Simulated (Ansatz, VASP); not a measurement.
**LiH in VASP and in Ansatz**

```
Li H
1.0
    -0.01018    2.03675    2.03675
     2.03675   -0.01018    2.03675
     2.02657    2.02657    0.00000
Li H
1 1
Direct
  0.00000 0.00000 0.00000
  0.50000 0.50000 0.50000
```

Alike in both runs: functional PBEsol; k mesh 9 × 9 × 9; occupations fermi-dirac, width 0.05 eV; no spin polarisation.

```csv
,VASP,Ansatz
version,VASP 6.6.1,Ansatz 0.2.0
potentials or method,"VASP PAW PBE potentials, release 64 (Li_sv, H)",Ansatz PAW
plane-wave cutoff (eV),520,420
valence electrons in the cell,4,4
task,single point,band structure
```

|  | VASP | Ansatz | Ansatz less VASP |
| --- | --- | --- | --- |
| gap on the k mesh at the Fermi level (eV) | 3.06 | 3.06 | +0.001 |
| least direct gap on the mesh (eV) | 3.06 | 3.07 | +0.001 |

VASP's potentials were made for PBE, not for PBEsol.

Noted on VASP's run: the cutoff is short for stress, so the pressure is rough. Noted on Ansatz's run: the k mesh misses the band edges, so the gap on the mesh is wider than the one along the path.
